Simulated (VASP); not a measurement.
# Be (I4/mmm) in VASP: a series of runs

Runs on Be. Level: PBE. Tasks: single point.

Everything below comes from runs of VASP 6.6.1. Logs are shortened: lines on timing, memory, paths and dates and some standing lists are left out, and cuts for length are marked.

### 1 The cell of the first run

Symmetry: I4/mmm, No. 139, tetragonal system. Conventional cell: a = 2.431 Å, b = 2.431 Å, c = 2.664 Å, α = 90.00°, β = 90.00°, γ = 90.00°. Be (site symmetry 4/mmm) has 14 Be at 2.17 to 2.66 Å within 2.9 Å.

### 2 Single point, PBE

INCAR reads:

```
PREC = Accurate
ENCUT = 600
EDIFF = 1E-6
ISMEAR = 1
SIGMA = 0.1
LREAL = F
LASPH = T
NELM = 120
ALGO = Normal
ISIF = 2
LWAVE = F
LCHARG = F
GGA = PE
NBANDS = 7
GGA_COMPAT = F
```

KPOINTS reads:

```
Automatic mesh
0
Gamma
  13 13 13
```

POSCAR reads:

```
Be
1.0
   -1.2155273700      1.2155273700      1.3318322882
    1.2155273700     -1.2155273700      1.3318322882
    1.2155273700      1.2155273700     -1.3318322882
Be
1
Direct
    0.0000000000      0.0000000000      0.0000000000
```

Potentials or basis: VASP PAW PBE potentials, release 64 (Be).

The run is started by

```console
$ cat potpaw_PBE.64/Be/POTCAR > POTCAR
$ mpirun -np 1 vasp_std > vasp.out
```

OUTCAR:

```text
PREC = Accurate
   ENCUT = 600
   EDIFF = 1E-6
   ISMEAR = 1
   LREAL = F
   LASPH = T
   NELM = 120
   ISIF = 2
   GGA = PE

 ion  position               nearest neighbor table
   1  0.000  0.000  0.000-

  LATTYP: Found a body centered tetragonal cell.
 ALAT       =     2.4310547400
 C/A-ratio  =     1.0956826815

  Lattice vectors:

 A1 = (  -1.2155273700,   1.2155273700,   1.3318322882)
 A2 = (   1.2155273700,  -1.2155273700,   1.3318322882)
 A3 = (   1.2155273700,   1.2155273700,  -1.3318322882)

Analysis of symmetry for initial positions (statically):
=====================================================================
 Subroutine PRICEL returns:
 Original cell was already a primitive cell.

 Routine SETGRP: Setting up the symmetry group for a
 body centered tetragonal supercell.

 Subroutine GETGRP returns: Found 16 space group operations
 (whereof 16 operations were pure point group operations)
 out of a pool of 16 trial point group operations.

The static configuration has the point symmetry D_4h.

Analysis of symmetry for dynamics (positions and initial velocities):
=====================================================================
 Subroutine PRICEL returns:
 Original cell was already a primitive cell.

 Routine SETGRP: Setting up the symmetry group for a
 body centered tetragonal supercell.

 Subroutine GETGRP returns: Found 16 space group operations
 (whereof 16 operations were pure point group operations)
 out of a pool of 16 trial point group operations.

The dynamic configuration has the point symmetry D_4h.

 Subroutine INISYM returns: Found 16 space group operations
 (whereof 16 operations are pure point group operations),
 and found     1 'primitive' translations

----------------------------------------------------------------------------------------

                                     Primitive cell

  volume of cell :       7.8712

  direct lattice vectors                    reciprocal lattice vectors
    -1.215527370  1.215527370  1.331832288     0.000000000  0.411344090  0.375422645
     1.215527370 -1.215527370  1.331832288     0.411344090  0.000000000  0.375422645
     1.215527370  1.215527370 -1.331832288     0.411344090  0.411344090  0.000000000

  length of vectors
     2.174578308  2.174578308  2.174578308     0.556907643  0.556907643  0.581728391

  position of ions in fractional coordinates (direct lattice)
     0.000000000  0.000000000  0.000000000

  ion indices of the primitive-cell ions
   primitive index   ion index
                 1           1

----------------------------------------------------------------------------------------

 KPOINTS: Automatic mesh

Automatic generation of k-mesh.
 Grid dimensions read from file:
 generate k-points for:   13   13   13

 Generating k-lattice:

  Cartesian coordinates                     Fractional coordinates (reciprocal lattice)
     0.000000000  0.031641853  0.028878665     0.076923077  0.000000000  0.000000000
     0.031641853  0.000000000  0.028878665     0.000000000  0.076923077  0.000000000
     0.031641853  0.031641853  0.000000000     0.000000000  0.000000000  0.076923077

  Length of vectors
     0.042839049  0.042839049  0.044748338

  Shift w.r.t. Gamma in fractional coordinates (k-lattice)
     0.000000000  0.000000000  0.000000000

 Subroutine IBZKPT returns following result:
 ===========================================

 Found    196 irreducible k-points:

 Following reciprocal coordinates:
            Coordinates               Weight
  0.000000  0.000000  0.000000      1.000000
  0.076923 -0.000000  0.000000      8.000000
  0.153846 -0.000000  0.000000      8.000000
  0.230769  0.000000  0.000000      8.000000
  0.307692 -0.000000  0.000000      8.000000
  0.384615  0.000000  0.000000      8.000000
[... 16 lines left out ...]
  0.384615  0.153846  0.000000     16.000000
  0.461538  0.153846  0.000000     16.000000
 [... further k-points ...]
   k-points           NKPTS =    196   k-points in BZ     NKDIM =    196   number of bands    NBANDS=      7
   number of dos      NEDOS =    301   number of ions     NIONS =      1
   total plane-waves  NPLWV =   5832
   dimension x,y,z NGX =    18 NGY =   18 NGZ =   18
   dimension x,y,z NGXF=    36 NGYF=   36 NGZF=   36
   ions per type =               1
   NGX,Y,Z   is equivalent  to a cutoff of  13.76, 13.76, 13.76 a.u.
   NGXF,Y,Z  is equivalent  to a cutoff of  27.52, 27.52, 27.52 a.u.
 SYSTEM =  unknown system
   PREC   = accura    normal or accurate (medium, high low for compatibility)
   ISTART =      0    job   : 0-new  1-cont  2-samecut
   ICHARG =      2    charge: 1-file 2-atom 10-const
   ISPIN  =      1    spin polarized calculation?
   LNONCOLLINEAR =      F non collinear calculations
   LSORBIT =      F    spin-orbit coupling
   LASPH  =      T    aspherical Exc in radial PAW
   ENCUT  =  600.0 eV  44.10 Ry    6.64 a.u.   4.34  4.34  4.34*2*pi/ulx,y,z
   NELM   =    120;   NELMIN=  2; NELMDL= -5     # of ELM steps
   EDIFF  = 0.1E-05   stopping-criterion for ELM
   LREAL  =      F    real-space projection
   EDIFFG = 0.1E-04   stopping-criterion for IOM
   NSW    =      0    number of steps for IOM
   IBRION =     -1    ionic relax: 0-MD 1-quasi-New 2-CG
   NFREE  =      0    steps in history (QN), initial steepest desc. (CG)
   ISIF   =      2    stress and relaxation
   ISYM   =      2    0-nonsym 1-usesym 2-fastsym
   POTIM  = 0.5000    time-step for ionic-motion
   TEBEG  =    0.0;   TEEND  =   0.0 temperature during run
   PSTRESS=    0.0 pullay stress
   NELECT =       2.0000    total number of electrons
   NUPDOWN=      -1.0000    fix difference up-down
   EMIN   =  10.00;   EMAX   =-10.00  energy-range for DOS
   EFERMI =   0.00;   METHOD = LEGACY
   ISMEAR =     1;   SIGMA  =   0.10  broadening in eV -4-tet -1-fermi 0-gaus
   EFERMI_NEDOS =   21; number of points for ismear=-14 and -15
   IALGO  =     38    algorithm
   IMIX   =      4    mixing-type and parameters
     AMIX     =   0.40;   BMIX     =  1.00
     AMIX_MAG =   1.60;   BMIX_MAG =  1.00
  volume/ion in A,a.u.               =       7.87        53.12
  Fermi-wavevector in a.u.,A,eV,Ry     =   1.036904  1.959464 14.628571  1.075170
  Thomas-Fermi vector in A             =   2.171317
   LORBIT       =      0    0 simple, 1 ext, 2 COOP (PROOUT), +10 PAW based schemes
   GGA     = PE    functional components
   LHFCALC =     F    Hartree Fock is set to
   AEXX    =    0.0000 exact exchange contribution
   IVDW    =     0    specifies the selected vdW correction
   LEPSILON=     F    determine dielectric tensor
   LRPA    =     F    only Hartree local field effects (RPA)
 non-spin polarized calculation
 Methfessel and Paxton  Order N= 1 SIGMA  =   0.10
  energy-cutoff  :      600.00
  volume of cell :        7.87
 maximum number of plane-waves:       273
 NGX is ok and might be reduce to    18
   NGX =  9   NGY =  9   NGZ =  9

 number of electron       2.0000000 magnetization

 Free energy of the ion-electron system (eV)
  ---------------------------------------------------
  ext. energy  EPLUGINS =         0.00000000
  ---------------------------------------------------
  free energy    TOTEN  =        -3.66363644 eV

  energy without entropy =       -3.66351939  energy(sigma->0) =       -3.66359742

 E-fermi :   7.8038     XC(G=0): -10.6265

 val. band max:        7.7202032570   @ k =   0.3846   0.3077   0.0000
 cond. band min:       7.8162715098   @ k =  -0.3846  -0.3846   0.1538
 fundamental gap:      0.0960682528
 Fermi energy:         7.8038406751

 k-point     1 :       0.0000    0.0000    0.0000
  band No.  band energies     occupation
      1      -4.3153      2.00000
      2      26.9113      0.00000
      3      27.3412      0.00000
      4      27.3412      0.00000
      5      37.4980      0.00000
      6      37.4980      0.00000
      7      39.4769      0.00000

 k-point     2 :       0.0769   -0.0000    0.0000
  band No.  band energies     occupation
      1      -4.1129      2.00000
      2      25.8509      0.00000
      3      26.6456      0.00000
      4      26.9697      0.00000
      5      35.9322      0.00000
      6      37.1844      0.00000
      7      38.9953      0.00000

 k-point     3 :       0.1538   -0.0000    0.0000
  band No.  band energies     occupation
      1      -3.5056      2.00000
      2      22.5579      0.00000
      3      25.1595      0.00000
      4      26.4835      0.00000
      5      34.4819      0.00000
      6      35.0750      0.00000
      7      38.6917      0.00000

 k-point     4 :       0.2308    0.0000    0.0000
  band No.  band energies     occupation
      1      -2.4962      2.00000
      2      18.4667      0.00000
      3      23.6200      0.00000
      4      25.8346      0.00000
      5      32.9373      0.00000
      6      34.0570      0.00000
      7      38.3435      0.00000

 k-point     5 :       0.3077   -0.0000    0.0000
  band No.  band energies     occupation
      1      -1.1022      2.00000
      2      14.4555      0.00000
      3      22.3470      0.00000
      4      25.1619      0.00000
      5      31.2685      0.00000
      6      34.0966      0.00000
      7      39.0308      0.00000

 k-point     6 :       0.3846    0.0000    0.0000
  band No.  band energies     occupation
      1       0.5956      2.00000
      2      10.9220      0.00000
      3      21.4608      0.00000
      4      24.6203      0.00000
      5      30.1408      0.00000
      6      34.3894      0.00000
      7      40.2040      0.00000

 k-point     7 :       0.4615    0.0000    0.0000
  band No.  band energies     occupation
      1       2.1931      2.00000
      2       8.3861     -0.00000
      3      21.0091      0.00000
      4      24.3218      0.00000
      5      29.5738      0.00000
      6      34.6867      0.00000
      7      41.0379      0.00000
[... 121 lines left out ...]
 k-point    20 :       0.1538    0.1538    0.0000
  band No.  band energies     occupation
      1      -1.9567      2.00000
      2      18.4711      0.00000
      3      20.1330      0.00000
      4      24.8621      0.00000
      5      33.9170      0.00000
      6      34.6948      0.00000
      7      40.8843      0.00000

 k-point    21 :       0.2308    0.1538   -0.0000
  band No.  band energies     occupation
      1      -0.5823      2.00000
      2      14.8935      0.00000
      3      18.7227      0.00000
      4      23.7229      0.00000
      5      34.3391      0.00000
      6      35.0450      0.00000
      7      42.3764      0.00000

 k-point    22 :       0.3077    0.1538    0.0000
  band No.  band energies     occupation
      1       1.1344      2.00000
      2      11.3961      0.00000
      3      17.9878      0.00000
      4      22.7594      0.00000
      5      34.4146      0.00000
      6      35.7562      0.00000
      7      42.4500      0.00000

 k-point    23 :       0.3846    0.1538    0.0000
  band No.  band energies     occupation
      1       2.8829      2.00000
      2       8.6837     -0.00000
      3      17.7253      0.00000
      4      22.1098      0.00000
      5      34.3987      0.00000
      6      35.7134      0.00000
      7      41.5515      0.00000

 k-point    24 :       0.4615    0.1538    0.0000
  band No.  band energies     occupation
      1       3.1051      2.00000
      2       8.4030     -0.00000
      3      17.9163      0.00000
      4      21.8262      0.00000
      5      34.2051      0.00000
      6      34.9221      0.00000
      7      41.8510      0.00000

 [... further k-points ...]

------------------------ aborting loop because EDIFF is reached ----------------------------------------

  FORCE on cell =-STRESS in cart. coord.  units (eV):
  Direction    XX          YY          ZZ          XY          YZ          ZX
  --------------------------------------------------------------------------------------
  -------------------------------------------------------------------------------------
  Total       -0.0028762     -0.0028762     -0.0737001      0.0000000     -0.0000000      0.0000000
  in kB       -0.5854513     -0.5854513    -15.0016789      0.0000000     -0.0000000      0.0000000
  external PRESSURE =      -5.3908605 kB  Pullay stress =       0.0000000 kB

 VOLUME and BASIS-vectors are now :
 -----------------------------------------------------------------------------
  energy-cutoff  :      600.00
  volume of cell :        7.87
      direct lattice vectors                 reciprocal lattice vectors
    -1.215527370  1.215527370  1.331832288     0.000000000  0.411344090  0.375422645
     1.215527370 -1.215527370  1.331832288     0.411344090  0.000000000  0.375422645
     1.215527370  1.215527370 -1.331832288     0.411344090  0.411344090  0.000000000

 POSITION                                       TOTAL-FORCE (eV/Angst)
 -----------------------------------------------------------------------------------
      0.00000      0.00000      0.00000         0.000000      0.000000     -0.000000
 -----------------------------------------------------------------------------------
    total drift:                                0.000000     -0.000000      0.000000

  FREE ENERGIE OF THE ION-ELECTRON SYSTEM (eV)
  ---------------------------------------------------
  free  energy   TOTEN  =        -3.6636364424 eV

  energy  without entropy=       -3.6635193886  energy(sigma->0) =       -3.66359742
```

It took 16 s on 1 thread of Intel Xeon 8259CL, shared host; peak memory 0.12 GiB.

What came out:

* Free energy: -3.6636 eV
* Pressure: -0.5 GPa
* Band gap on the k mesh: zero (band 1 reaches 9.79 eV, above the bottom of band 2 at 6.91 eV)

Stress tensor (GPa, compression positive):
```
-0.06  0.00  0.00
 0.00 -0.06  0.00
 0.00  0.00 -1.50
```

Levels at points of the mesh, in eV from the Fermi level:
```
           k point  band 1  band 2  band 3  band 4  band 5
(0.00, 0.00, 0.00)  -12.12   19.11   19.54   19.54   29.69
```

### 3 Single point, PBE

INCAR reads:

```
ALGO = Normal
EDIFF = 1E-6
ENCUT = 600
GGA = PE
GGA_COMPAT = F
ISIF = 2
ISMEAR = 1
LASPH = T
LCHARG = F
LREAL = F
LWAVE = F
NBANDS = 7
NELM = 120
PREC = Accurate
SIGMA = 0.1
```

KPOINTS reads:

```
k-points
0
Gamma
  13 13 13
```

POSCAR reads:

```
Be
1.0
   -1.2907146300      1.2907146300      1.1811867282
    1.2907146300     -1.2907146300      1.1811867282
    1.2907146300      1.2907146300     -1.1811867282
Be
1
Direct
    0.0000000000      0.0000000000      0.0000000000
```

Potentials or basis: VASP PAW PBE potentials, release 64 (Be).

The run is started by

```console
$ cat potpaw_PBE.64/Be/POTCAR > POTCAR
$ mpirun -np 1 vasp_std > vasp.out
```

OUTCAR:

```text
EDIFF = 1E-6
   ENCUT = 600
   GGA = PE
   ISIF = 2
   ISMEAR = 1
   LASPH = T
   LREAL = F
   NELM = 120
   PREC = Accurate

 ion  position               nearest neighbor table
   1  0.000  0.000  0.000-

  LATTYP: Found a body centered tetragonal cell.
 ALAT       =     2.5814292600
 C/A-ratio  =     0.9151416593

  Lattice vectors:

 A1 = (  -1.2907146300,   1.2907146300,   1.1811867282)
 A2 = (   1.2907146300,  -1.2907146300,   1.1811867282)
 A3 = (   1.2907146300,   1.2907146300,  -1.1811867282)

[... 419 lines left out ...]

 [... further k-points ...]

------------------------ aborting loop because EDIFF is reached ----------------------------------------

  FORCE on cell =-STRESS in cart. coord.  units (eV):
  Direction    XX          YY          ZZ          XY          YZ          ZX
  --------------------------------------------------------------------------------------
  -------------------------------------------------------------------------------------
  Total       -0.1486591     -0.1486591      0.3770874      0.0000000     -0.0000000      0.0000000
  in kB      -30.2595862    -30.2595862     76.7562149      0.0000000     -0.0000000      0.0000000
  external PRESSURE =       5.4123475 kB  Pullay stress =       0.0000000 kB

 VOLUME and BASIS-vectors are now :
 -----------------------------------------------------------------------------
  energy-cutoff  :      600.00
  volume of cell :        7.87
      direct lattice vectors                 reciprocal lattice vectors
    -1.290714630  1.290714630  1.181186728     0.000000000  0.387382298  0.423303097
     1.290714630 -1.290714630  1.181186728     0.387382298  0.000000000  0.423303097
     1.290714630  1.290714630 -1.181186728     0.387382298  0.387382298  0.000000000

 POSITION                                       TOTAL-FORCE (eV/Angst)
 -----------------------------------------------------------------------------------
      0.00000      0.00000      0.00000        -0.000000     -0.000000      0.000000
 -----------------------------------------------------------------------------------
    total drift:                                0.000000     -0.000000      0.000000

  FREE ENERGIE OF THE ION-ELECTRON SYSTEM (eV)
  ---------------------------------------------------
  free  energy   TOTEN  =        -3.6517322046 eV

  energy  without entropy=       -3.6514924484  energy(sigma->0) =       -3.65165229
```

stdout:

```text
POSCAR found type information on POSCAR Be
 POSCAR found :  1 types and       1 ions
 scaLAPACK will be used
 LDA part: xc-table for (Slater+PW92), standard interpolation
 POSCAR, INCAR and KPOINTS ok, starting setup
 FFT: planning ... GRIDC
 FFT: planning ... GRID_SOFT
 FFT: planning ... GRID
 WAVECAR not read
 entering main loop
```

It took 14 s on 1 thread of Intel Xeon 8259CL, shared host; peak memory 0.12 GiB.

What came out:

| Item | Value |
| --- | --- |
| Free energy | -3.6517 eV |
| Pressure | 0.5 GPa |
| Band gap on the k mesh | zero (band 1 reaches 10.92 eV, above the bottom of band 2 at 6.83 eV) |

Stress tensor (GPa, compression positive):
```
-3.03  0.00  0.00
 0.00 -3.03  0.00
 0.00  0.00  7.68
```
